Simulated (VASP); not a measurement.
# CdSe (Cadmoselite) (P6_3mc) in VASP: notebook, part 2 of 2

VASP 6.6.1. The steps go on from the part before.

## (3) Single point, LDA (in-plane strain -0.02)

INCAR

```
PREC = Accurate ; ENCUT = 520
EDIFF = 1E-7 ; ISMEAR = 0
SIGMA = 0.01 ; LREAL = False
LASPH = True ; NELM = 100
ALGO = Normal ; ISIF = 2
LWAVE = False ; LCHARG = False
GGA = CA ; NBANDS = 26
```

KPOINTS

```
Automatic mesh
0
Gamma
  6 6 4
```

POSCAR

```
CdSe
1.0
    4.1621409016      0.0000000000      0.0000000000
   -2.0810704508      3.6045197549      0.0000000000
    0.0000000000      0.0000000000      7.0253072809
Cd Se
2 2
Direct
    0.3333333333      0.6666666667      0.0048579434
    0.6666666667      0.3333333333      0.5048579434
    0.3333333333      0.6666666667      0.3801420566
    0.6666666667      0.3333333333      0.8801420566
```

Potentials or basis: VASP PAW LDA potentials, release 64 (Cd, Se).

Started as:

```sh
cat potpaw_LDA.64/Cd/POTCAR potpaw_LDA.64/Se/POTCAR > POTCAR
mpirun -np 1 vasp_std > vasp.out
```

OUTCAR:

```text
PREC = Accurate
   ENCUT = 520
   EDIFF = 1E-7
   ISMEAR = 0
   LREAL = False
   LASPH = True
   NELM = 100
   ISIF = 2
   GGA = CA

 ion  position               nearest neighbor table
   1  0.333  0.667  0.005-   4 2.56   4 2.56   4 2.56   3 2.64
   2  0.667  0.333  0.505-   3 2.56   3 2.56   3 2.56   4 2.64
   3  0.333  0.667  0.380-   2 2.56   2 2.56   2 2.56   1 2.64
   4  0.667  0.333  0.880-   1 2.56   1 2.56   1 2.56   2 2.64

  LATTYP: Found a hexagonal cell.
 ALAT       =     4.1621409016
 C/A-ratio  =     1.6879071245

  Lattice vectors:

 A1 = (   4.1621409016,   0.0000000000,   0.0000000000)
 A2 = (  -2.0810704508,   3.6045197549,   0.0000000000)
 A3 = (   0.0000000000,   0.0000000000,   7.0253072809)

Analysis of symmetry for initial positions (statically):
=====================================================================
 Subroutine PRICEL returns:
 Original cell was already a primitive cell.

 Routine SETGRP: Setting up the symmetry group for a
 hexagonal supercell.

 Subroutine GETGRP returns: Found 12 space group operations
[... 167 lines left out ...]

 E-fermi :   1.4967     XC(G=0):  -9.5769

 val. band max:        1.4189055183   @ k =   0.0000   0.0000   0.0000
 cond. band min:       1.9278701593   @ k =   0.0000   0.0000   0.0000
 fundamental gap:      0.5089646410
 Fermi energy:         1.4967250670

 k-point     1 :       0.0000    0.0000    0.0000
  band No.  band energies     occupation
      1     -11.6728      2.00000
      2     -11.2590      2.00000
      3      -6.8339      2.00000
      4      -6.8339      2.00000
      5      -6.8055      2.00000
      6      -6.7628      2.00000
[... 598 lines left out ...]
     25      10.2133      0.00000
     26      10.2133      0.00000

------------------------ aborting loop because EDIFF is reached ----------------------------------------

  FORCE on cell =-STRESS in cart. coord.  units (eV):
  Direction    XX          YY          ZZ          XY          YZ          ZX
  --------------------------------------------------------------------------------------
  -------------------------------------------------------------------------------------
  Total        2.3995854      2.3995854      0.0091947      0.0000000      0.0000000      0.0000000
  in kB       36.4768455     36.4768455      0.1397722      0.0000000      0.0000000      0.0000000
  external PRESSURE =      24.3644877 kB  Pullay stress =       0.0000000 kB

 VOLUME and BASIS-vectors are now :
 -----------------------------------------------------------------------------
  energy-cutoff  :      520.00
  volume of cell :      105.40
      direct lattice vectors                 reciprocal lattice vectors
     4.162140902  0.000000000  0.000000000     0.240260968  0.138714734  0.000000000
    -2.081070451  3.604519755  0.000000000     0.000000000  0.277429469  0.000000000
     0.000000000  0.000000000  7.025307281     0.000000000  0.000000000  0.142342528

 POSITION                                       TOTAL-FORCE (eV/Angst)
 -----------------------------------------------------------------------------------
     -0.00000      2.40301      0.03413         0.000000     -0.000000      0.289920
      2.08107      1.20151      3.54678        -0.000000      0.000000      0.289920
     -0.00000      2.40301      2.67061         0.000000      0.000000     -0.289920
      2.08107      1.20151      6.18327        -0.000000     -0.000000     -0.289920
 -----------------------------------------------------------------------------------
    total drift:                               -0.000000      0.000000      0.000014

  FREE ENERGIE OF THE ION-ELECTRON SYSTEM (eV)
  ---------------------------------------------------
  free  energy   TOTEN  =       -13.4598784076 eV

  energy  without entropy=      -13.4598784076  energy(sigma->0) =      -13.45987841
```

OSZICAR:

```text
N       E                     dE             d eps       ncg     rms          rms(c)
DAV:   1     0.251294520609E+03    0.25129E+03   -0.17430E+04  1092   0.127E+03
DAV:   2    -0.905456365430E+00   -0.25220E+03   -0.24354E+03  1204   0.318E+02
DAV:   3    -0.140949096670E+02   -0.13189E+02   -0.13111E+02  1302   0.733E+01
DAV:   4    -0.142088847701E+02   -0.11398E+00   -0.11389E+00  1220   0.632E+00
DAV:   5    -0.142095492257E+02   -0.66446E-03   -0.66443E-03  1258   0.457E-01    0.102E+01
DAV:   6    -0.135164669493E+02    0.69308E+00   -0.11872E+00  1436   0.118E+01    0.777E+00
DAV:   7    -0.134700373849E+02    0.46430E-01   -0.52729E-01  1162   0.390E+00    0.240E+00
DAV:   8    -0.134605165162E+02    0.95209E-02   -0.73289E-02  1150   0.276E+00    0.404E-01
DAV:   9    -0.134599577063E+02    0.55881E-03   -0.83278E-03  1176   0.106E+00    0.117E-01
DAV:  10    -0.134598686657E+02    0.89041E-04   -0.60477E-04  1232   0.290E-01    0.470E-02
DAV:  11    -0.134598788015E+02   -0.10136E-04   -0.65203E-05  1134   0.544E-02    0.126E-02
DAV:  12    -0.134598787237E+02    0.77811E-07   -0.11123E-05  1244   0.378E-02    0.938E-03
DAV:  13    -0.134598783973E+02    0.32639E-06   -0.25527E-06  1178   0.197E-02    0.107E-03
DAV:  14    -0.134598784076E+02   -0.10357E-07   -0.12890E-07   832   0.220E-03
   1 F= -.13459878E+02 E0= -.13459878E+02  d E =-.392341E-30
```

stdout:

```text
POSCAR found type information on POSCAR CdSe
 POSCAR found :  2 types and       4 ions
 scaLAPACK will be used
 LDA part: xc-table for (Slater(with rela. corr.)+CA(PZ))
 , standard interpolation
 POSCAR, INCAR and KPOINTS ok, starting setup
 FFT: planning ... GRIDC
 FFT: planning ... GRID_SOFT
 FFT: planning ... GRID
 WAVECAR not read
 entering main loop
```

It took 19 s on 1 thread of Intel Xeon 6975P-C (Granite Rapids), shared host; peak memory 0.21 GiB.

Results:

```yaml
Free_energy: -13.4599 eV
Pressure: 2.4 GPa
Largest_force: 0.290 eV/Å
Band_gap_on_the_k_mesh: 0.51 eV, direct
```

Forces on the atoms (eV/Å):
```
Cd   0.000  0.000  0.290
Cd   0.000  0.000  0.290
Se   0.000  0.000 -0.290
Se   0.000  0.000 -0.290
```

Levels at points of the mesh, in eV from the valence-band top:
```
           k point  band 14  band 15  band 16  band 17  band 18  band 19  band 20  band 21  band 22  band 23
(0.00, 0.00, 0.00)    -0.79    -0.79    -0.19     0.00     0.00     0.51     2.21     5.65     5.82     5.82
(0.50, 0.00, 0.00)    -4.13    -3.04    -2.07    -1.60    -0.93     3.06     3.22     4.41     5.92     6.38
(0.00, 0.00, 0.50)    -3.03    -0.42    -0.42    -0.42    -0.42     2.31     2.31     5.62     5.62     6.24
(0.50, 0.00, 0.50)    -4.70    -1.68    -1.68    -1.54    -1.54     2.66     2.66     4.63     4.63     7.63
```

Caveat: the cell differs from its parent crystal (in-plane strain -0.02).

## (4) Single point, LDA (in-plane strain -0.02, then relaxed in part)

INCAR

```
ALGO = Normal
EDIFF = 1E-6
ENCUT = 520
GGA = CA
ISIF = 2
ISMEAR = 0
LASPH = True
LCHARG = False
LREAL = False
LWAVE = False
NBANDS = 26
NELM = 100
PREC = Accurate
SIGMA = 0.01
```

KPOINTS

```
k-points
0
Gamma
  6 6 4
```

POSCAR

```
CdSe
1.0
    4.1621409016      0.0000000000      0.0000000000
   -2.0810704508      3.6045197549      0.0000000000
    0.0000000000      0.0000000000      7.0702745917
Cd Se
2 2
Direct
    0.3333333333      0.6666666667      0.0092135625
    0.6666666667      0.3333333333      0.5092135625
    0.3333333333      0.6666666667      0.3757864375
    0.6666666667      0.3333333333      0.8757864375
```

Started as:

```sh
cat potpaw_LDA.64/Cd/POTCAR potpaw_LDA.64/Se/POTCAR > POTCAR
mpirun -np 1 vasp_std > vasp.out
```

It took 19 s on 1 thread of Intel Xeon 6975P-C (Granite Rapids), shared host; peak memory 0.21 GiB.

It converged, with:

```yaml
Free_energy: -13.4798 eV
Pressure: 1.8 GPa
Largest_force: 0.006 eV/Å
Band_gap_on_the_k_mesh: 0.44 eV, direct
```

Forces on the atoms (eV/Å):
```
Cd   0.000  0.000  0.006
Cd   0.000  0.000  0.006
Se   0.000  0.000 -0.006
Se   0.000  0.000 -0.006
```

Stress tensor (GPa, compression positive):
```
2.43 0.00 0.00
0.00 2.43 0.00
0.00 0.00 0.55
```

Levels at points of the mesh, in eV from the valence-band top:
```tsv
k point	band 15	band 16	band 17	band 18	band 19	band 20	band 21	band 22
(0.00, 0.00, 0.00)	-0.82	-0.26	0.00	0.00	0.44	2.31	5.62	5.83
(0.50, 0.00, 0.00)	-3.11	-2.04	-1.69	-0.85	3.02	3.26	4.34	5.84
(0.00, 0.00, 0.50)	-0.43	-0.43	-0.43	-0.43	2.33	2.33	5.62	5.62
(0.50, 0.00, 0.50)	-1.76	-1.76	-1.49	-1.49	2.58	2.58	4.68	4.68
```

Caveat: the cell differs from its parent crystal (in-plane strain -0.02, then relaxed in part).

## (5) The runs side by side

| cell | k mesh | smearing | gap on the mesh (eV) | pressure (GPa) | largest force (eV/Å) |
| --- | --- | --- | --- | --- | --- |
| a = 4.247, b = 4.247, c = 6.942 Å, angles 90.0, 90.0, 120.0°, 4 atoms | 8 × 8 × 4 | fermi-dirac 0.08 eV | 0.50 | 0.5 | - |
| a = 4.162, b = 4.162, c = 7.025 Å, angles 90.0, 90.0, 120.0°, 4 atoms | 6 × 6 × 4 | gaussian 0.01 eV | 0.51 | 2.4 | 0.29 |
| a = 4.162, b = 4.162, c = 7.070 Å, angles 90.0, 90.0, 120.0°, 4 atoms | 6 × 6 × 4 | gaussian 0.01 eV | 0.44 | 1.8 | 0.01 |

Alike in all rows: task single point; level LDA; potentials or basis VASP PAW LDA potentials, release 64 (Cd, Se); no spin polarisation; cutoff (eV) 520.

Absolute energies hang on the potentials; compare differences alone.
